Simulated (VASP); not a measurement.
# TaN (Fm-3m) in VASP: a series of runs, part 2 of 2

VASP 6.6.1. Earlier steps stand in the parts before.

## 4. Single point, PBE

This run uses another cell than the first one: it holds 2 atoms, not 16.

File INCAR:

```
PREC     = Accurate       # precision mode
ENCUT    = 520            # plane-wave cutoff, eV
EDIFF    = 1E-7           # SCF threshold, eV
ISMEAR   = -1             # smearing method
SIGMA    = 0.15           # smearing width, eV
LREAL    = F              # projectors in reciprocal space
LASPH    = T              # aspherical terms in the spheres
NELM     = 80             # most SCF steps
ALGO     = Normal         # electronic algorithm
ISIF     = 2              # what is computed and relaxed
LWAVE    = F              # write WAVECAR
LCHARG   = T              # write CHGCAR
GGA      = PE             # functional
LELF     = T              # ELF
LVHAR    = T            
NBANDS   = 15             # bands
```

File KPOINTS:

```
Automatic mesh
0
Gamma
  16 16 16
```

File POSCAR:

```
TaN
1.0
    0.0000000000      2.1381460943      2.1381460943
    2.1381460943      0.0000000000      2.1381460943
    2.1381460943      2.1381460943      0.0000000000
Ta N
1 1
Direct
    0.5000000000      0.5000000000      0.5000000000
    0.0000000000      0.0000000000      0.0000000000
```

Started as:

```
> cat potpaw_PBE.64/Ta_pv/POTCAR potpaw_PBE.64/N/POTCAR > POTCAR
> mpirun -np 1 vasp_std > vasp.out
```

Run time: 29 s. Hardware: 1 thread of Intel Xeon Platinum 8259CL at 2.50GHz (Skylake/Cascade Lake), shared host; peak memory 0.17 GiB.

The run converged. Its results:

```yaml
Free_energy: -21.6128 eV
Pressure: 41.3 GPa
Band_gap_on_the_k_mesh: zero (band 8 reaches 12.70 eV, above the bottom of band 9 at 8.17 eV)
```

Levels at points of the mesh, in eV from the Fermi level:
```
           k point  band 4  band 5  band 6  band 7  band 8  band 9  band 10  band 11  band 12  band 13
(0.00, 0.00, 0.00)  -19.56   -4.07   -4.07   -4.07   -2.35   -2.35    -2.35     0.09     0.09     2.28
(0.50, 0.00, 0.00)  -16.00  -11.08   -8.21   -8.21    2.18    2.18     2.28     4.11     8.47     8.47
(0.50, 0.50, 0.00)  -18.30   -6.79   -6.07   -4.83   -4.83    2.41     4.05     4.05     5.49     7.84
```

Caveat: spin-orbit coupling is left out, which moves the levels of the heavy elements.

## 5. Relaxation of cell and atoms, PBE, target pressure 40 GPa, at which the enthalpy is minimised

This run uses another cell than the first one: it holds 2 atoms, not 16.

File INCAR:

```
PREC = Accurate ; ENCUT = 600
EDIFF = 1E-7 ; ISMEAR = -1
SIGMA = 0.15 ; LREAL = False
LASPH = True ; NELM = 80
ALGO = Normal ; ISIF = 3
LWAVE = False ; LCHARG = False
GGA = PE ; IBRION = 2
NSW = 80 ; EDIFFG = -0.001
PSTRESS = 400.0
```

KPOINTS is that of step 4.

File POSCAR:

```
TaN
1.0
    0.0000000000      2.2092034510      2.2092034510
    2.2092034510      0.0000000000      2.2092034510
    2.2092034510      2.2092034510      0.0000000000
Ta N
1 1
Direct
    0.5000000000      0.5000000000      0.5000000000
    0.0000000000      0.0000000000      0.0000000000
```

Potentials or basis: VASP PAW PBE potentials, release 64 (Ta_pv, N).

Started as:

```
> cat potpaw_PBE.64/Ta_pv/POTCAR potpaw_PBE.64/N/POTCAR > POTCAR
> mpirun -np 1 vasp_std > vasp.out
```

OUTCAR:

```text
PREC = Accurate
   ENCUT = 600
   EDIFF = 1E-7
   ISMEAR = -1
   LREAL = False
   LASPH = True
   NELM = 80
   ISIF = 3
   GGA = PE
   IBRION = 2
   NSW = 80
   EDIFFG = -0.001
   PSTRESS = 400.0

 ion  position               nearest neighbor table
   1  0.500  0.500  0.500-   2 2.21   2 2.21   2 2.21   2 2.21   2 2.21   2 2.21
   2  0.000  0.000  0.000-   1 2.21   1 2.21   1 2.21   1 2.21   1 2.21   1 2.21

  LATTYP: Found a face centered cubic cell.
 ALAT       =     4.4184069020

  Lattice vectors:

 A1 = (   0.0000000000,   2.2092034510,   2.2092034510)
 A2 = (   2.2092034510,   0.0000000000,   2.2092034510)
 A3 = (   2.2092034510,   2.2092034510,   0.0000000000)

Analysis of symmetry for initial positions (statically):
=====================================================================
 Subroutine PRICEL returns:
 Original cell was already a primitive cell.

 Routine SETGRP: Setting up the symmetry group for a
 face centered cubic supercell.

 Subroutine GETGRP returns: Found 48 space group operations
 (whereof 48 operations were pure point group operations)
 out of a pool of 48 trial point group operations.

The static configuration has the point symmetry O_h .

Analysis of symmetry for dynamics (positions and initial velocities):
[... 147 lines left out ...]
 NGX is ok and might be reduce to    28

--------------------------------------- Ionic step        1  -------------------------------------------

 number of electron      15.9999999 magnetization

 Free energy of the ion-electron system (eV)
  ---------------------------------------------------
  ext. energy  EPLUGINS =         0.00000000
  ---------------------------------------------------
  free energy    TOTEN  =       -21.85984120 eV

  energy without entropy =      -21.79682318  energy(sigma->0) =      -21.82833219

 E-fermi :   9.3808     XC(G=0): -13.3596

 val. band max:        9.3722193829   @ k =  -0.2500   0.3750   0.1250
 cond. band min:       9.3862020669   @ k =  -0.3125   0.3125   0.1250
 fundamental gap:      0.0139826839
 Fermi energy:         9.3807701184

 k-point     1 :       0.0000    0.0000    0.0000
  band No.  band energies     occupation
      1     -26.4121      2.00000
      2     -26.4121      2.00000
      3     -26.4121      2.00000
      4      -9.3615      2.00000
      5       5.6001      2.00000
      6       5.6001      2.00000
      7       5.6001      2.00000
      8       7.3220      2.00000
      9       7.3220      2.00000
     10       7.3220      2.00000
     11       9.4506      0.77138
     12       9.4506      0.77138
[... 496 lines left out ...]
--------------------------------------- Ionic step        5  -------------------------------------------

 number of electron      16.0000000 magnetization

 Free energy of the ion-electron system (eV)
  ---------------------------------------------------
  ext. energy  EPLUGINS =         0.00000000
  ---------------------------------------------------
  free energy    TOTEN  =       -21.63016702 eV

  energy without entropy =      -21.57414886  energy(sigma->0) =      -21.60215794

 E-fermi :  10.4944     XC(G=0): -13.8959

 val. band max:       10.4893315983   @ k =  -0.3125   0.3125   0.1250
 cond. band min:      10.5024949461   @ k =  -0.4375   0.1875   0.0000
 fundamental gap:      0.0131633478
 Fermi energy:        10.4944474913

 k-point     1 :       0.0000    0.0000    0.0000
  band No.  band energies     occupation
      1     -25.1143      2.00000
      2     -25.1143      2.00000
      3     -25.1143      2.00000
      4      -9.0504      2.00000
      5       6.4321      2.00000
      6       6.4321      2.00000
      7       6.4321      2.00000
      8       8.1536      2.00000
      9       8.1536      2.00000
     10       8.1536      2.00000
     11      10.5818      0.71677
     12      10.5818      0.71677
[... 378 lines left out ...]
  energy  without entropy=      -21.5741488609  energy(sigma->0) =      -21.60215794

  enthalpy is  TOTEN    =       -16.7376424592 eV   P V=        4.8925245638

 reached required accuracy - stopping structural energy minimisation
```

Wall time 2.9 min (1 thread of Intel Xeon Platinum 8259CL at 2.50GHz (Skylake/Cascade Lake), shared host); peak memory 0.21 GiB.

What came out:

```yaml
Free_energy: -21.6302 eV
Relaxed_volume: 9.80 Å³/atom
Relaxed_cell: a = 3.026 Å, b = 3.026 Å, c = 3.026 Å, α = 60.00°, β = 60.00°, γ = 60.00°
Space_group_after_relaxing_to_0.05_Å: Fm-3m (No. 225)
Energy_change_on_relaxing_the_enthalpy_is_what_falls: +114.8 meV/atom
Ionic_steps: 5
Pressure_after_relaxing: 40.0 GPa
Band_gap_on_the_k_mesh: zero (band 8 reaches 12.67 eV, above the bottom of band 9 at 8.15 eV)
```

Step by step:
```tsv
step	energy change (eV)	largest force (eV/Å)	pressure (GPa)	volume (Å³)
1	0.0000	0.0000	0.68	21.56
2	5.2838	0.0000	335.69	14.32
3	0.1732	0.0000	33.97	19.84
4	0.2109	0.0000	38.07	19.67
5	0.2297	0.0000	40.01	19.60
```

Final structure:
```xyz
2
Lattice="0.0000 2.1399 2.1399 2.1399 0.0000 2.1399 2.1399 2.1399 0.0000" Properties=species:S:1:pos:R:3 pbc="T T T"
Ta    2.1399    2.1399    2.1399
N     0.0000    0.0000    0.0000
```

Levels at points of the mesh, in eV from the Fermi level:
```csv
k point,band 5,band 6,band 7,band 8,band 9,band 10,band 11,band 12
"(0.00, 0.00, 0.00)",-4.06,-4.06,-4.06,-2.34,-2.34,-2.34,0.09,0.09
"(0.50, 0.00, 0.00)",-11.06,-8.19,-8.19,2.17,2.17,2.27,4.11,8.44
"(0.50, 0.50, 0.00)",-6.78,-6.05,-4.82,-4.82,2.40,4.04,4.04,5.46
```

Caveat: the cell is relaxed towards a set pressure, so the enthalpy falls and the energy may rise; spin-orbit coupling is left out, which moves the levels of the heavy elements.

## 6. Overview

```tsv
task	cell	k mesh	cutoff (eV)	smearing	gap on the mesh (eV)	pressure (GPa)
single point	a = 6.247 Å, angles 60.0°, 16 atoms	5 × 5 × 5	520	gaussian 0.1 eV	none	0.7
single point	a = 3.024 Å, angles 60.0°, 2 atoms	16 × 16 × 16	520	fermi-dirac 0.15 eV	none	41.3
relaxation of cell and atoms	relaxed to 40 GPa from a = 3.124 Å, angles 60.0°, 2 atoms	16 × 16 × 16	600	fermi-dirac 0.15 eV	none	40.0
```

Alike in all rows: level PBE; potentials or basis VASP PAW PBE potentials, release 64 (Ta_pv, N); no spin polarisation.

Caveats: spin-orbit coupling is left out, which moves the levels of the heavy elements; the cell is relaxed towards a set pressure, so the enthalpy falls and the energy may rise (some runs).

Absolute energies hang on the potentials; compare differences alone.
